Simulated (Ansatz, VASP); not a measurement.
**Co: VASP beside Ansatz**

File INCAR:

```
ALGO = Normal ; EDIFF = 1E-6
ENCUT = 520 ; GGA = PE
ISIF = 2 ; ISMEAR = -1
ISPIN = 2 ; LASPH = True
LCHARG = True ; LELF = True
LMAXMIX = 4 ; LORBIT = 11
LREAL = False ; LVHAR = True
LWAVE = False ; MAGMOM = 1.826
NBANDS = 14 ; NELM = 150
PREC = Accurate ; SIGMA = 0.05
```

KPOINTS

```
k-points
0
Gamma
  18 18 18
```

POSCAR

```
Co
1.0
   -1.4423673110      1.4423673110      1.4423673110
    1.4423673110     -1.4423673110      1.4423673110
    1.4423673110      1.4423673110     -1.4423673110
Co
1
Direct
    0.0000000000      0.0000000000      0.0000000000
```

Input for Ansatz:

```yaml
crystal:
  lattice:
    - [-1.442367311, 1.442367311, 1.442367311]
    - [1.442367311, -1.442367311, 1.442367311]
    - [1.442367311, 1.442367311, -1.442367311]
  atoms:
    - { symbol: Co, position: [0.0, 0.0, 0.0], spin: 1.826 }
hamiltonian:
  xc: pbe
  pseudopotentials:
    kind: paw
    azcp:
      Co: "pseudopotentials/Co.paw.azcp"
basis:
  ecutwfc: 420
  fft_grid_basis: typed
kpoints:
  mp_grid: { grid: [18, 18, 18], shift: [0, 0, 0] }
magnetization:
  spin_polarized: true
scf:
  occupations: { method: fermi_dirac, width: 0.05 }
  lower_state_search: "off"
output:
  stress: true
```

Alike in both runs: task single point; functional PBE; k mesh 18 × 18 × 18; occupations fermi-dirac, width 0.05 eV; collinear spin.

|  | VASP | Ansatz |
| --- | --- | --- |
| version | VASP 6.6.1 | Ansatz 0.2.0 |
| potentials or method | VASP PAW PBE potentials, release 64 (Co), cutoff 520 eV | plane waves (420 eV) with PAW, scalar-relativistic |
| valence electrons in the cell | 9 | 17 |

VASP gave:

| Quantity | Value |
| --- | --- |
| pressure (GPa) | -13.3 |
| net moment per atom (μB) | 1.81 |
| size of the moment on the site where the two differ most (μB) | 1.84 |

Problem. Estimate Ansatz's values.

Solution. Pressure (GPa): -12.9; net moment per atom (μB): 1.83; size of the moment on the site where the two differ most (μB): 1.90.

Site moments also hang on the region over which each program counts them. With one functional, cell and mesh, what is left measures potentials, basis and numerics. VASP's potentials hold 9 valence electrons a cell and Ansatz's 17, so a difference there can come from the potentials and not from the codes.
